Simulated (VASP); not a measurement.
# Sn: relaxation of cell and atoms with LDA

Sn:

```
Sn
1.0
     2.48725    0.00000    0.00000
    -1.24363    2.15402    0.00000
     0.00000    0.00000    2.33802
Sn
1
Direct
  0.00000 0.00000 0.00000
```

This isn't the form of Sn at room conditions, which is tetragonal (white tin).

| Quantity | Value |
| --- | --- |
| Program | VASP 6.6.1 |
| Task | relaxation of cell and atoms |
| Functional | LDA |
| Potentials or basis | VASP PAW LDA potentials, release 64 (Sn_d) |
| Cutoff | 600 eV |
| k mesh | 17 × 17 × 16 |
| Occupations | fermi-dirac, width 0.05 eV |
| Spin | no spin polarisation |
| Target pressure | 240 GPa |
| Dipole correction | no |
| Further INCAR settings | ALGO = Normal; EDIFF = 1e-07; IBRION = 2; EDIFFG = -0.005; NSW = 60; ISIF = 3 |

The relaxed volume is 12.77 Å³/atom, the relaxed cell is a = 2.507 Å, b = 2.507 Å, c = 2.346 Å, α = 90.00°, β = 90.00°, γ = 120.00° and the space group after relaxing (to 0.1 Å) is P6/mmm (No. 191). The energy change on relaxing (the run minimises the enthalpy) is -381.1 meV/atom. The ionic steps are 7. The pressure after relaxing is 240.0 GPa. The band gap on the k mesh is zero (bands 7 and 8 overlap by 13.47 eV).

Step by step:
| step | energy change (eV) | largest force (eV/Å) | pressure (GPa) | volume (Å³) |
| --- | --- | --- | --- | --- |
| 1 | 0.0000 | 0.0000 | 258.09 | 12.53 |
| 2 | -3.0358 | 0.0000 | 118.06 | 15.27 |
| 3 | -0.4250 | 0.0000 | 237.84 | 12.80 |
| 4 | -0.3851 | 0.0000 | 239.75 | 12.77 |
| 5 | -0.3619 | 0.0000 | 240.93 | 12.76 |
| 6 | -0.3812 | 0.0000 | 239.97 | 12.77 |
| 7 | -0.3811 | 0.0000 | 239.99 | 12.77 |

Final structure:
```
CELL_PARAMETERS angstrom
2.50693 0.00000 0.00000
-1.25346 2.17106 0.00000
0.00000 0.00000 2.34644
ATOMIC_POSITIONS crystal
Sn 0.00000 0.00000 0.00000
```

Levels at points of the mesh, in eV from the Fermi level:
| k point | band 3 | band 4 | band 5 | band 6 | band 7 | band 8 | band 9 | band 10 | band 11 |
| --- | --- | --- | --- | --- | --- | --- | --- | --- | --- |
| (0.00, 0.00, 0.00) | -24.49 | -22.96 | -22.96 | -20.08 | 7.26 | 9.23 | 12.07 | 12.07 | 13.63 |
| (0.00, 0.00, 0.50) | -24.26 | -23.87 | -23.87 | -11.71 | -11.24 | 12.58 | 14.60 | 16.23 | 16.23 |

Wall time 66 s on 1 thread of Intel(R) Xeon(R) 6975P-C (Granite Rapids) (shared host), peak memory 0.16 GiB.

Caveat: the cell is relaxed towards a set pressure, so the run minimises the enthalpy, not the energy; spin-orbit coupling is left out, which moves the levels of the heavy elements.
